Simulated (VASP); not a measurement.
Crystal: BaSr2O2.

```
CELL_PARAMETERS angstrom
-2.29262 2.29262 5.56164
2.29262 -2.29262 5.56164
2.29262 2.29262 -5.56164
ATOMIC_POSITIONS crystal
Ba 0.00000 0.00000 0.00000
Sr 0.37110 0.37110 0.00000
Sr 0.62890 0.62890 0.00000
O 0.25000 0.75000 0.50000
O 0.75000 0.25000 0.50000
```

```yaml
Program: VASP 6.6.1
Task: relaxation of cell and atoms
Functional: PBE
Potentials_or_basis: VASP PAW PBE potentials, release 64 (Ba_sv, Sr_sv, O)
Cutoff: 600 eV
k_mesh: 6 × 6 × 6
Occupations: gaussian, width 0.1 eV
Spin: no spin polarisation
```

At the start: pressure -1.6 GPa; volume 23.39 Å³/atom.

How do energy, volume and symmetry change on relaxing?

Over 11 steps the energy falls by 673.5 meV/atom and the volume is 28.53 Å³/atom (+22.0 %); space group I4/mmm (No. 139, to 0.1 Å) before and after.

The path:
```
step  energy change (eV)  largest force (eV/Å)  pressure (GPa)  volume (Å³)
   1              0.0000                5.3318           -1.64       116.93
   2             -2.0437                2.7581            2.44       112.90
   3             -2.5251                0.3947            9.85       108.34
   4             -2.5970                0.3980            7.65       109.50
   5             -3.1530                0.1742            0.50       128.55
   6             -3.1718                0.1267           -0.89       134.17
   7             -3.3098                0.0766            0.19       135.60
   8             -3.3371                0.3300            1.67       136.78
   9             -3.3414                0.2700            1.32       136.55
  10             -3.3665                0.0253           -0.36       143.82
  11             -3.3674                0.0214           -0.11       142.64
```

Final structure:
```yaml
crystal:
  lattice:
    - [-2.34580, 2.34580, 6.48051]
    - [2.34580, -2.34580, 6.48051]
    - [2.34580, 2.34580, -6.48051]
  atoms:
    - { symbol: Ba, position: [0.00000, 0.00000, 0.00000] }
    - { symbol: Sr, position: [0.30900, 0.30900, 0.00000] }
    - { symbol: Sr, position: [0.69100, 0.69100, 0.00000] }
    - { symbol: O, position: [0.25000, 0.75000, 0.50000] }
    - { symbol: O, position: [0.75000, 0.25000, 0.50000] }
```

Caveat: the volume moved by over 15 % at a fixed basis, so the end points are rough.
